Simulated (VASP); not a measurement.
Si:

```xyz
1
Lattice="0.0000 1.9750 1.9750 1.9750 0.0000 1.9750 1.9750 1.9750 0.0000" Properties=species:S:1:pos:R:3 pbc="T T T"
Si    0.0000    0.0000    0.0000
```

This isn't the form of Si at room conditions, which is diamond.

```yaml
Program: VASP 6.6.1
Task: relaxation of cell and atoms
Functional: PBE
Potentials_or_basis: VASP PAW PBE potentials, release 64 (Si)
Cutoff: 500 eV
k_mesh: 19 × 19 × 19
Occupations: gaussian, width 0.05 eV
Spin: no spin polarisation
```

At the start: pressure -4.6 GPa; volume 15.41 Å³/atom.

Q: Where does the relaxation end?

A: Over 3 steps the energy falls by 13.3 meV/atom and the volume is 14.51 Å³/atom (-5.8 %); space group Fm-3m (No. 225, to 0.1 Å) before and after.

The path:
| step | energy change (eV) | largest force (eV/Å) | pressure (GPa) | volume (Å³) |
| --- | --- | --- | --- | --- |
| 1 | 0.0000 | 0.0000 | -4.56 | 15.41 |
| 2 | -0.0132 | 0.0000 | 0.34 | 14.45 |
| 3 | -0.0133 | 0.0000 | 0.02 | 14.51 |

Final structure:
```
Si
1.0
     0.00000    1.93580    1.93580
     1.93580    0.00000    1.93580
     1.93580    1.93580    0.00000
Si
1
Direct
  0.00000 0.00000 0.00000
```
